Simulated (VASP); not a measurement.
Here is a VASP 6.6.1 calculation.

The input INCAR:

```
SYSTEM = Ga
ALGO = Normal ; EDIFF = 1E-8
ENCUT = 400 ; GGA = PE
GGA_COMPAT = .FALSE. ; ISIF = 2
ISMEAR = -1 ; ISYM = 0
LASPH = .TRUE. ; LCHARG = .FALSE.
LEFG = .TRUE. ; LREAL = .FALSE.
LWAVE = .FALSE. ; NBANDS = 12
NELM = 120 ; PREC = Accurate
SIGMA = 0.05
```

Contents of KPOINTS:

```
k-points
0
G
  14 14 16
  0 0 0
```

Contents of POSCAR:

```
Ga
1.0
   -1.3753388966      1.3753388966      2.1834974363
    1.3753388966     -1.3753388966      2.1834974363
    1.3753388966      1.3753388966     -2.1834974363
Ga
1
Direct
    0.0000000000      0.0000000000      0.0000000000
```

Potentials or basis: VASP PAW PBE potentials, release 64 (Ga_d).

Command:

```sh
$ cat potpaw_PBE.64/Ga_d/POTCAR > POTCAR
$ mpirun -np 1 vasp_std > vasp.out
```

(1) Estimate the pressure.

(2) What does it give for the band gap on the k mesh?

Results:

(1) 8.9 GPa.

(2) zero (an odd number of electrons rules out a gap without spin polarisation).

Caveat: the cell stands under pressure; without QUAD_EFG the Cq values of the log hold for a quadrupole moment of 1 mb, not for the nuclei.
